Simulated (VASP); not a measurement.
ZrAl3N4:

```xyz
8
Lattice="4.7164 0.0000 0.0000 0.0000 4.7164 0.0000 0.0000 0.0000 4.7164" Properties=species:S:1:pos:R:3 pbc="T T T"
Zr    2.3582    2.3582    2.3582
Al    0.0000    2.3582    0.0000
Al    2.3582    0.0000    0.0000
Al    0.0000    0.0000    2.3582
N     0.0000    0.0000    0.0000
N     2.3582    0.0000    2.3582
N     0.0000    2.3582    2.3582
N     2.3582    2.3582    0.0000
```

| Item | Value |
| --- | --- |
| Program | VASP 6.6.1 |
| Task | relaxation of cell and atoms |
| Functional | PBE |
| Potentials or basis | VASP PAW PBE potentials, release 64 (Zr_sv, Al, N) |
| Cutoff | 600 eV |
| k mesh | 4 × 4 × 4 |
| Occupations | gaussian, width 0.1 eV |
| Spin | no spin polarisation |

At the start: pressure -32.8 GPa; volume 13.11 Å³/atom.

Q: How do energy, volume and symmetry change on relaxing?

A: Over 4 steps the energy falls by 412.9 meV/atom and the volume is 9.90 Å³/atom (-24.5 %); space group Pm-3m (No. 221, to 0.05 Å).

The path:
```
step  energy change (eV)  largest force (eV/Å)  pressure (GPa)  volume (Å³)
   1              0.0000                0.0000          -32.84       104.91
   2             -2.2219                0.0000           38.92        69.16
   3             -3.3018                0.0000           -1.12        79.65
   4             -3.3032                0.0000            0.11        79.19
```

Final structure:
```cif
data_structure
_symmetry_space_group_name_H-M 'P 1'
_symmetry_Int_Tables_number 1
_cell_length_a 4.2943
_cell_length_b 4.2943
_cell_length_c 4.2943
_cell_angle_alpha 90.000
_cell_angle_beta 90.000
_cell_angle_gamma 90.000
_cell_volume 79.19
loop_
_atom_site_label
_atom_site_type_symbol
_atom_site_fract_x
_atom_site_fract_y
_atom_site_fract_z
_atom_site_occupancy
Zr1 Zr 0.50000 0.50000 0.50000 1
Al1 Al 0.00000 0.50000 0.00000 1
Al2 Al 0.50000 0.00000 0.00000 1
Al3 Al 0.00000 0.00000 0.50000 1
N1 N 0.00000 0.00000 0.00000 1
N2 N 0.50000 0.00000 0.50000 1
N3 N 0.00000 0.50000 0.50000 1
N4 N 0.50000 0.50000 0.00000 1
```

Caveat: the volume moved by over 15 % at a fixed basis, so the end points are rough.
